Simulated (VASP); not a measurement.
# Al16HC in VASP: a series of runs

Al16HC is run at these levels: PBE+D3(BJ); tasks: single point.

Program: VASP 6.6.1. These are calculated values, not measurements. Logs are shortened: lines on timing, memory, paths and dates and some standing lists are left out, and cuts for length are marked.

**1. The cell of the first run**

The cell holds a slab with vacuum, 18 atoms: a = 5.728 Å, b = 5.728 Å, c = 18.075 Å, α = 90.00°, β = 90.00°, γ = 90.00°.

**2. Single point, PBE+D3(BJ)**

Contents of INCAR:

```
SYSTEM = Al16HC
ALGO = Normal
EDIFF = 1E-6
ENCUT = 520
GGA = PE
ISIF = 2
ISMEAR = -1
IVDW = 12
LASPH = .TRUE.
LCHARG = .TRUE.
LELF = .TRUE.
LREAL = Auto
LVHAR = .TRUE.
LWAVE = .FALSE.
NBANDS = 42
NELM = 60
PREC = Accurate
SIGMA = 0.15
```

Contents of KPOINTS:

```
k-points
0
G
  4 4 1
  0 0 0
```

Contents of POSCAR:

```
Al16HC
1.0
    5.7275650000      0.0000000000      0.0000000000
    0.0000000000      5.7275650000      0.0000000000
    0.0000000000      0.0000000000     18.0750000000
Al C H
16 1 1
Direct
    0.2499999564      0.2499999564      0.0553249793
    0.7500000436      0.2499999564      0.0553249793
    0.2499999564      0.7500000436      0.0553249793
    0.7500000436      0.7500000436      0.0553249793
   -0.0000083805     -0.0015378263      0.1655576210
    0.5017126824     -0.0026035497      0.1654261134
    0.0008143077      0.4984259454      0.1660602490
    0.5003662115      0.4987314854      0.1657092669
    0.2528247170      0.2445805504      0.2702745228
    0.7515492186      0.2395030000      0.2764466390
    0.2559249873      0.7466268825      0.2764440387
    0.7523724305      0.7450801519      0.2707260858
    0.0062066515     -0.0231068526      0.3884318672
    0.5151264106     -0.0221280771      0.3909718949
    0.0127940931      0.4789211471      0.3861887690
    0.5132442844      0.4860362126      0.3872804426
    0.7698302856      0.7184370671      0.4303734440
    0.7839284233      0.6976037810      0.4908177040
```

Potentials or basis: VASP PAW PBE potentials, release 64 (Al, C, H).

On the command line:

```bash
cat potpaw_PBE.64/Al/POTCAR potpaw_PBE.64/C/POTCAR potpaw_PBE.64/H/POTCAR > POTCAR
mpirun -np 1 vasp_std > vasp.out
```

OUTCAR:

```text
SYSTEM = Al16HC
   EDIFF = 1E-6
   ENCUT = 520
   GGA = PE
   ISIF = 2
   ISMEAR = -1
   IVDW = 12
   LASPH = .TRUE.
   LREAL = Auto
   NELM = 60
   PREC = Accurate
 IVDW          = 12

 ion  position               nearest neighbor table
   1  0.250  0.250  0.055-   8 2.84   7 2.84   5 2.85   6 2.85   2 2.86   3 2.86   2 2.86   3 2.86

   2  0.750  0.250  0.055-   8 2.84   6 2.84   7 2.85   5 2.85   1 2.86   4 2.86   4 2.86   1 2.86

   3  0.250  0.750  0.055-   5 2.84   6 2.84   8 2.85   7 2.85   1 2.86   4 2.86   4 2.86   1 2.86
[... 12 lines left out ...]
                            11 2.88  16 2.93  13 2.98  14 3.06
  10  0.752  0.240  0.276-  16 2.81   5 2.82   6 2.83  12 2.83  15 2.84   9 2.86   7 2.87   9 2.87
                             8 2.88  14 2.89  12 2.90  13 2.91
  11  0.256  0.747  0.276-  13 2.81   8 2.83   6 2.84  12 2.85   7 2.85   9 2.85  15 2.87  14 2.87
                             5 2.87   9 2.88  12 2.89  16 2.90
  12  0.752  0.745  0.271-   7 2.76   8 2.77   5 2.78   6 2.79  10 2.83  11 2.85  11 2.89  14 2.89
                            10 2.90  13 2.90  16 2.92  15 2.98
  13  0.006  0.977  0.388-  17 2.14  11 2.81  14 2.81  15 2.85  15 2.88  12 2.90  10 2.91  14 2.92
                             9 2.98
  14  0.515  0.978  0.391-  17 2.20  13 2.81  16 2.82  11 2.87  12 2.89  10 2.89  16 2.91  13 2.92
                             9 3.06
  15  0.013  0.479  0.386-  17 2.11  10 2.84   9 2.84  13 2.85  16 2.86  16 2.87  11 2.87  13 2.88
                            12 2.98
  16  0.513  0.486  0.387-  17 2.13  10 2.81  14 2.82  15 2.86  15 2.87  11 2.90  14 2.91  12 2.92
                             9 2.93
  17  0.770  0.718  0.430-  18 1.10  15 2.11  16 2.13  13 2.14  14 2.20
  18  0.784  0.698  0.491-  17 1.10

  LATTYP: Found a simple tetragonal cell.
 ALAT       =     5.7275650000
 C/A-ratio  =     3.1557913354

  Lattice vectors:

 A1 = (   5.7275650000,   0.0000000000,   0.0000000000)
 A2 = (   0.0000000000,   5.7275650000,   0.0000000000)
 A3 = (   0.0000000000,   0.0000000000,  18.0750000000)

Analysis of symmetry for initial positions (statically):
=====================================================================
 Subroutine PRICEL returns:
 Original cell was already a primitive cell.

 Routine SETGRP: Setting up the symmetry group for a
 simple tetragonal supercell.

 Subroutine GETGRP returns: Found  1 space group operations
 (whereof  1 operations were pure point group operations)
 out of a pool of 16 trial point group operations.

The static configuration has the point symmetry C_1 .

Analysis of symmetry for dynamics (positions and initial velocities):
=====================================================================
 Subroutine PRICEL returns:
 Original cell was already a primitive cell.

 Routine SETGRP: Setting up the symmetry group for a
 simple tetragonal supercell.

 Subroutine GETGRP returns: Found  1 space group operations
 (whereof  1 operations were pure point group operations)
 out of a pool of 16 trial point group operations.

The dynamic configuration has the point symmetry C_1 .

 Subroutine INISYM returns: Found  1 space group operations
 (whereof  1 operations are pure point group operations),
 and found     1 'primitive' translations

----------------------------------------------------------------------------------------

                                     Primitive cell

  volume of cell :     592.9504

  direct lattice vectors                    reciprocal lattice vectors
     5.727565000  0.000000000  0.000000000     0.174594265  0.000000000  0.000000000
     0.000000000  5.727565000  0.000000000     0.000000000  0.174594265  0.000000000
     0.000000000  0.000000000 18.075000000     0.000000000  0.000000000  0.055325035

  length of vectors
     5.727565000  5.727565000 18.075000000     0.174594265  0.174594265  0.055325035

  position of ions in fractional coordinates (direct lattice)
     0.249999956  0.249999956  0.055324979
     0.750000044  0.249999956  0.055324979
     0.249999956  0.750000044  0.055324979
     0.750000044  0.750000044  0.055324979
     0.999991620  0.998462174  0.165557621
     0.501712682  0.997396450  0.165426113
[... 10 lines left out ...]
     0.769830286  0.718437067  0.430373444
     0.783928423  0.697603781  0.490817704

  ion indices of the primitive-cell ions
   primitive index   ion index
                 1           1
                 2           2
                 3           3
                 4           4
                 5           5
                 6           6
[... 10 lines left out ...]
                17          17
                18          18

----------------------------------------------------------------------------------------

 KPOINTS: k-points

Automatic generation of k-mesh.
 Grid dimensions read from file:
 generate k-points for:    4    4    1

 Generating k-lattice:

  Cartesian coordinates                     Fractional coordinates (reciprocal lattice)
     0.043648566  0.000000000  0.000000000     0.250000000  0.000000000  0.000000000
     0.000000000  0.043648566  0.000000000     0.000000000  0.250000000  0.000000000
     0.000000000  0.000000000  0.055325035     0.000000000  0.000000000  1.000000000

  Length of vectors
     0.043648566  0.043648566  0.055325035

  Shift w.r.t. Gamma in fractional coordinates (k-lattice)
     0.000000000  0.000000000  0.000000000

 Subroutine IBZKPT returns following result:
 ===========================================

 Found     10 irreducible k-points:

 Following reciprocal coordinates:
            Coordinates               Weight
  0.000000  0.000000  0.000000      1.000000
  0.250000  0.000000  0.000000      2.000000
  0.000000  0.250000  0.000000      2.000000
  0.500000  0.000000  0.000000      1.000000
  0.000000  0.500000  0.000000      1.000000
  0.250000  0.250000  0.000000      2.000000
 -0.250000  0.250000  0.000000      2.000000
  0.500000  0.250000  0.000000      2.000000
 -0.250000  0.500000  0.000000      2.000000
  0.500000  0.500000  0.000000      1.000000
   k-points           NKPTS =     10   k-points in BZ     NKDIM =     10   number of bands    NBANDS=     42
   number of dos      NEDOS =    301   number of ions     NIONS =     18
   total plane-waves  NPLWV = 322560
   dimension x,y,z NGX =    48 NGY =   48 NGZ =  140
   dimension x,y,z NGXF=    96 NGYF=   96 NGZF=  280
   ions per type =              16   1   1
   NGX,Y,Z   is equivalent  to a cutoff of  13.93, 13.93, 12.88 a.u.
   NGXF,Y,Z  is equivalent  to a cutoff of  27.86, 27.86, 25.75 a.u.
 SYSTEM =  Al16HC
   PREC   = accura    normal or accurate (medium, high low for compatibility)
   ISTART =      0    job   : 0-new  1-cont  2-samecut
   ICHARG =      2    charge: 1-file 2-atom 10-const
   ISPIN  =      1    spin polarized calculation?
   LNONCOLLINEAR =      F non collinear calculations
   LSORBIT =      F    spin-orbit coupling
   LASPH  =      T    aspherical Exc in radial PAW
   ENCUT  =  520.0 eV  38.22 Ry    6.18 a.u.  10.65 10.65 33.61*2*pi/ulx,y,z
   NELM   =     60;   NELMIN=  2; NELMDL= -5     # of ELM steps
   EDIFF  = 0.1E-05   stopping-criterion for ELM
   LREAL  =      T    real-space projection
   EDIFFG = 0.1E-04   stopping-criterion for IOM
   NSW    =      0    number of steps for IOM
   IBRION =     -1    ionic relax: 0-MD 1-quasi-New 2-CG
   NFREE  =      0    steps in history (QN), initial steepest desc. (CG)
   ISIF   =      2    stress and relaxation
   ISYM   =      2    0-nonsym 1-usesym 2-fastsym
   POTIM  = 0.5000    time-step for ionic-motion
   TEBEG  =    0.0;   TEEND  =   0.0 temperature during run
   PSTRESS=    0.0 pullay stress
   NELECT =      53.0000    total number of electrons
   NUPDOWN=      -1.0000    fix difference up-down
   EMIN   =  10.00;   EMAX   =-10.00  energy-range for DOS
   EFERMI =   0.00;   METHOD = LEGACY
   ISMEAR =    -1;   SIGMA  =   0.15  broadening in eV -4-tet -1-fermi 0-gaus
   EFERMI_NEDOS =   21; number of points for ismear=-14 and -15
   IALGO  =     38    algorithm
   IMIX   =      4    mixing-type and parameters
     AMIX     =   0.40;   BMIX     =  1.00
     AMIX_MAG =   1.60;   BMIX_MAG =  1.00
  volume/ion in A,a.u.               =      32.94       222.30
  Fermi-wavevector in a.u.,A,eV,Ry     =   0.731971  1.383225  7.289755  0.535782
  Thomas-Fermi vector in A             =   1.824319
   LORBIT       =      0    0 simple, 1 ext, 2 COOP (PROOUT), +10 PAW based schemes
   GGA     = PE    functional components
   LHFCALC =     F    Hartree Fock is set to
   AEXX    =    0.0000 exact exchange contribution
   IVDW    =    12    specifies the selected vdW correction
   LEPSILON=     F    determine dielectric tensor
   LRPA    =     F    only Hartree local field effects (RPA)
 non-spin polarized calculation
  energy-cutoff  :      520.00
  volume of cell :      592.95
 maximum number of plane-waves:     15993
 NGX is ok and might be reduce to    48
   NGX = 21   NGY = 21   NGZ = 67

 number of electron      53.0000000 magnetization

 Free energy of the ion-electron system (eV)
  ---------------------------------------------------
  ext. energy  EPLUGINS =         0.00000000
  ---------------------------------------------------
  free energy    TOTEN  =       -68.28323931 eV

  energy without entropy =      -67.70395429  energy(sigma->0) =      -67.99359680

 E-fermi :   1.4326     XC(G=0):  -5.7572

 val. band max:        1.3944986720   @ k =  -0.2500   0.5000   0.0000
 cond. band min:       1.4559301233   @ k =   0.0000   0.2500   0.0000
 fundamental gap:      0.0614314513
 Fermi energy:         1.4326037223

 k-point     1 :       0.0000    0.0000    0.0000
  band No.  band energies     occupation
      1     -10.9440      2.00000
      2      -9.0962      2.00000
      3      -7.5057      2.00000
      4      -5.5154      2.00000
      5      -4.9911      2.00000
      6      -4.8933      2.00000
[... 399 lines left out ...]
     37       3.8703      0.00000
     38       3.9006      0.00000
 [bands above 38 left out]

------------------------ aborting loop because EDIFF is reached ----------------------------------------

 Edisp (eV)   -4.08617

 E8    (eV) :    -1.8729

  FORCE on cell =-STRESS in cart. coord.  units (eV):
  Direction    XX          YY          ZZ          XY          YZ          ZX
  --------------------------------------------------------------------------------------
  -------------------------------------------------------------------------------------
  Total     -12.61418   -12.62692     3.23049    -0.01073     0.71027    -0.42893
  in kB     -34.08405   -34.11848     8.72893    -0.02900     1.91918    -1.15899
  external pressure =      -19.82 kB  Pullay stress =        0.00 kB

 VOLUME and BASIS-vectors are now :
 -----------------------------------------------------------------------------
  energy-cutoff  :      520.00
  volume of cell :      592.95
      direct lattice vectors                 reciprocal lattice vectors
     5.727565000  0.000000000  0.000000000     0.174594265  0.000000000  0.000000000
     0.000000000  5.727565000  0.000000000     0.000000000  0.174594265  0.000000000
     0.000000000  0.000000000 18.075000000     0.000000000  0.000000000  0.055325035

 POSITION                                       TOTAL-FORCE (eV/Angst)
 -----------------------------------------------------------------------------------
      1.43189      1.43189      1.00000        -0.001009     -0.002510     -0.127908
      4.29567      1.43189      1.00000         0.012328     -0.006989     -0.068095
      1.43189      4.29567      1.00000         0.001354     -0.023605     -0.071430
      4.29567      4.29567      1.00000        -0.000758     -0.000661     -0.187677
      5.72752      5.71876      2.99245         0.007100     -0.004552      0.003170
      2.87359      5.71265      2.99008        -0.000597     -0.000399      0.000139
[... 10 lines left out ...]
      4.40925      4.11490      7.77900         0.007492     -0.013894      0.162931
      4.49000      3.99557      8.87153        -0.141319      0.203148      0.262633
 -----------------------------------------------------------------------------------
    total drift:                               -0.001913      0.005855     -0.014271

  FREE ENERGIE OF THE ION-ELECTRON SYSTEM (eV)
  ---------------------------------------------------
  free  energy   TOTEN  =       -72.3694058348 eV

  energy  without entropy=      -71.7901208160  energy(sigma->0) =      -72.07976333
```

Wall time 4.8 min (1 thread of Intel Xeon 6975P-C (Granite Rapids), shared host); peak memory 0.7 GiB.

What came out:

```yaml
Free_energy: -72.3694 eV
Largest_force: 0.361 eV/Å
Band_gap_on_the_k_mesh: zero (an odd number of electrons rules out a gap without spin polarisation)
Dispersion_energy_per_atom: -0.227 eV
```

Forces in eV/Å, atoms in the order of the input:
```
Al  -0.001 -0.003 -0.128
Al   0.012 -0.007 -0.068
Al   0.001 -0.024 -0.071
Al  -0.001 -0.001 -0.188
Al   0.007 -0.005  0.003
Al  -0.001  0.000  0.000
Al   0.006 -0.007 -0.009
Al   0.001 -0.006  0.000
Al   0.007 -0.007  0.013
Al   0.009 -0.002  0.022
Al  -0.001 -0.014  0.026
Al   0.005 -0.007 -0.055
Al   0.000 -0.052  0.019
Al   0.063 -0.069 -0.004
Al  -0.034  0.029 -0.006
Al   0.059 -0.016  0.020
C    0.007 -0.014  0.163
H   -0.141  0.203  0.263
```

**3. Single point, PBE+D3(BJ)**

Contents of INCAR:

```
SYSTEM = Al16HC
PREC     = Accurate       ! precision mode
ENCUT    = 520            ! plane-wave cutoff, eV
EDIFF    = 1E-7           ! SCF threshold, eV
ISMEAR   = -1             ! smearing method
SIGMA    = 0.15           ! smearing width, eV
LREAL    = Auto         
LASPH    = .True.         ! aspherical terms in the spheres
NELM     = 60             ! most SCF steps
ALGO     = Normal         ! electronic algorithm
ISIF     = 2              ! what is computed and relaxed
LWAVE    = .False.        ! write WAVECAR
LCHARG   = .True.         ! write CHGCAR
GGA      = PE             ! functional
IVDW     = 12             ! dispersion correction
LELF     = .True.         ! ELF
LVHAR    = .True.       
NBANDS   = 42             ! bands
```

Contents of KPOINTS:

```
Automatic mesh
0
Gamma
  4 4 1
  0 0 0
```

Contents of POSCAR:

```
Al16HC
1.0
    5.7275650000      0.0000000000      0.0000000000
    0.0000000000      5.7275650000      0.0000000000
    0.0000000000      0.0000000000     18.0750000000
Al C H
16 1 1
Direct
    0.2499999564      0.2499999564      0.0553250346
    0.7500000436      0.2499999564      0.0553250346
    0.2499999564      0.7500000436      0.0553250346
    0.7500000436      0.7500000436      0.0553250346
   -0.0015252555     -0.0003444745      0.1655570124
    0.5016255599     -0.0018517468      0.1655005256
   -0.0008867643      0.5002881678      0.1671021853
    0.5000435613      0.5003721477      0.1659188382
    0.2514983243      0.2465639412      0.2690048686
    0.7494951170      0.2397694308      0.2748883541
    0.2554699947      0.7499888696      0.2743325035
    0.7507013888      0.7470305444      0.2751154633
    0.0053469494     -0.0101262928      0.3869379253
    0.5002090766     -0.0047075852      0.3913013555
    0.0221481555      0.4712809021      0.3864556570
    0.4985476376      0.4897418013      0.3855519779
    0.7666949218      0.7223413440      0.4159111480
    0.8199246975      0.6460171120      0.4713364869
```

Potentials or basis: VASP PAW PBE potentials, release 64 (Al, C, H).

On the command line:

```bash
cat potpaw_PBE.64/Al/POTCAR potpaw_PBE.64/C/POTCAR potpaw_PBE.64/H/POTCAR > POTCAR
mpirun -np 1 vasp_std > vasp.out
```

Run time: 5 min. Hardware: 1 thread of Intel Xeon 6975P-C (Granite Rapids), shared host; peak memory 0.7 GiB.

The run converged. Its results:

- Free energy: -71.8623 eV
- Largest force: 0.963 eV/Å
- Band gap on the k mesh: zero (an odd number of electrons rules out a gap without spin polarisation)
- Dispersion energy per atom: -0.228 eV

Forces in eV/Å, atoms in the order of the input:
```
Al  -0.008  0.005 -0.144
Al   0.004  0.027 -0.048
Al  -0.022 -0.007 -0.045
Al  -0.004  0.005 -0.124
Al   0.005 -0.005 -0.025
Al  -0.004  0.000 -0.046
Al   0.003  0.001 -0.032
Al  -0.003 -0.001 -0.020
Al   0.002 -0.001 -0.048
Al  -0.009 -0.064  0.017
Al   0.039  0.011  0.036
Al   0.011 -0.010 -0.086
Al  -0.005 -0.085 -0.001
Al   0.172 -0.189 -0.011
Al   0.037 -0.041 -0.312
Al   0.064 -0.039 -0.046
C    0.269 -0.367  0.721
H   -0.552  0.760  0.215
```

Levels at points of the mesh, in eV from the Fermi level:
```tsv
k point	band 23	band 24	band 25	band 26	band 27	band 28	band 29	band 30	band 31	band 32
(0.00, 0.00, 0.00)	-1.48	-1.22	-1.03	-0.67	-0.56	0.04	0.17	0.24	0.38	0.41
(0.50, 0.00, 0.00)	-0.99	-0.95	-0.47	-0.38	-0.11	0.06	0.73	0.77	1.00	1.56
(0.00, 0.50, 0.00)	-1.00	-0.95	-0.47	-0.35	-0.10	0.03	0.72	0.77	1.00	1.56
(0.50, 0.50, 0.00)	-0.35	-0.21	0.08	0.22	0.26	0.81	0.84	0.89	0.99	1.00
```
